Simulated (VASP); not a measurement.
Crystal: Ta3N.

```xyz
4
Lattice="3.0322 0.0000 0.0000 -1.5161 2.6260 0.0000 0.0000 0.0000 7.5241" Properties=species:S:1:pos:R:3 pbc="T T T"
Ta    1.5161    0.8753    6.2155
Ta    0.0000    1.7507    1.3087
Ta    0.0000    0.0000    3.7621
N     0.0000    0.0000    0.0000
```

Program: VASP 6.6.1. Alike in all runs: task single point; no spin polarisation; cell as given; k mesh 10 × 10 × 4; cutoff (eV) 700; smearing fermi-dirac 0.05 eV.

Q: Order these runs on this cell by their pressure, lowest first.
A. level PBE+U; potentials or basis VASP PAW PBE potentials, release 64 (Ta_sv_GW, N); U Ta d U = 6.0 eV
B. level PBE+U; potentials or basis VASP PAW PBE potentials, release 64 (Ta_sv_GW, N); U Ta d U = 1.0 eV
C. level LDA; potentials or basis VASP PAW LDA potentials, release 64 (Ta_sv_GW, N)
D. level PBE+U; potentials or basis VASP PAW PBE potentials, release 64 (Ta_sv_GW, N); U Ta d U = 8.0 eV

A: C (-12.8 GPa), B (2.0 GPa), A (18.6 GPa), D (25.7 GPa).

Caveats: U without spin polarisation on a metal has little footing (at least some runs); the cell stands under pressure (at least some runs); the cell stands under tension (at least some runs).
